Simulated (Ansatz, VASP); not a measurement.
# One calculation of LaHg2, two programs

```xyz
3
Lattice="4.9580 0.0000 0.0000 -2.4790 4.2938 0.0000 0.0000 0.0000 3.5672" Properties=species:S:1:pos:R:3 pbc="T T T"
La    0.0000    0.0000    0.0000
Hg    0.0000    2.8625    1.7836
Hg    2.4790    1.4313    1.7836
```

Change from the starting cell: zz strain of -2 %.

Alike in both runs: task single point; functional LDA; k mesh 8 × 8 × 9; occupations fermi-dirac, width 0.08 eV; no spin polarisation.

```csv
,VASP,Ansatz
version,VASP 6.6.1,Ansatz 0.2.0
potentials or method,"VASP PAW LDA potentials, release 64 (La, Hg), cutoff 520 eV","all-electron LAPW, scalar-relativistic"
```

VASP gave:

| Property | Result |
| --- | --- |
| pressure (GPa) | -1.7 |
| traceless stress, the component that is largest in VASP (GPa) | -0.69 |

Q: What did Ansatz give for the same quantities?

A: Pressure (GPa): -2.1; traceless stress, the component that is largest in VASP (GPa): -0.40.

LDA's correlation is that of Perdew and Zunger in VASP and of Perdew and Wang (1992) in Ansatz. Ansatz ran all-electron here, and VASP with PAW potentials.

Neither program's run includes spin-orbit coupling.
